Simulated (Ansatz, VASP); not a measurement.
CsI in VASP and in Ansatz

INCAR

```
PREC = Accurate ; ENCUT = 500
EDIFF = 1E-6 ; ISMEAR = -1
SIGMA = 0.03 ; LREAL = False
LASPH = True ; NELM = 120
ALGO = Normal ; ISIF = 2
LWAVE = False ; LCHARG = False
GGA = PE ; NBANDS = 15
GGA_COMPAT = False
```

The input KPOINTS:

```
Automatic mesh
0
Gamma
  6 6 6
```

POSCAR

```
CsI
1.0
    3.5749959597      0.0000000000      0.0000000000
    0.0000000000      3.5749959597      0.0000000000
    0.0000000000      0.0000000000      3.5749959597
Cs I
1 1
Direct
    0.0000000000      0.0000000000      0.0000000000
    0.5000000000      0.5000000000      0.5000000000
```

Input for Ansatz:

```yaml
crystal:
  lattice:
    - [3.5749959597, 0.0, 0.0]
    - [0.0, 3.5749959597, 0.0]
    - [0.0, 0.0, 3.5749959597]
  atoms:
    - { symbol: Cs, position: [0.0, 0.0, 0.0] }
    - { symbol: I, position: [0.5, 0.5, 0.5] }
kpoints:
  mp_grid: { grid: [6, 6, 6] }
scf:
  occupations: { method: fermi_dirac, width: 0.03 }
hamiltonian:
  xc: pbe
  pseudopotentials: { kind: nc }
output:
  forces: true
  stress: true
  eigenvalues: true
  populations: true
```

Change from the starting cell: volume scaled by 0.45, norm-conserving files.

Alike in both runs: task single point; functional PBE; k mesh 6 × 6 × 6; occupations fermi-dirac, width 0.03 eV; no spin polarisation.

|  | VASP | Ansatz |
| --- | --- | --- |
| version | VASP 6.6.1 | Ansatz 0.2.0 |
| potentials or method | VASP PAW PBE potentials, release 64 (Cs_sv, I) | norm-conserving pseudopotentials, scalar-relativistic |
| plane-wave cutoff (eV) | 500 | 952 |
| valence electrons in the cell | 16 | 16 |

VASP gave:

```
pressure (GPa) : 58.8
```

**Question.** Estimate Ansatz's values.

**Answer.** Pressure (GPa): 57.3.

Both programs put the cell under a high pressure, so it lies far from rest at this level. The functional is the same, so the differences come from potentials, cutoffs and numerics.

Spin-orbit coupling is off throughout.
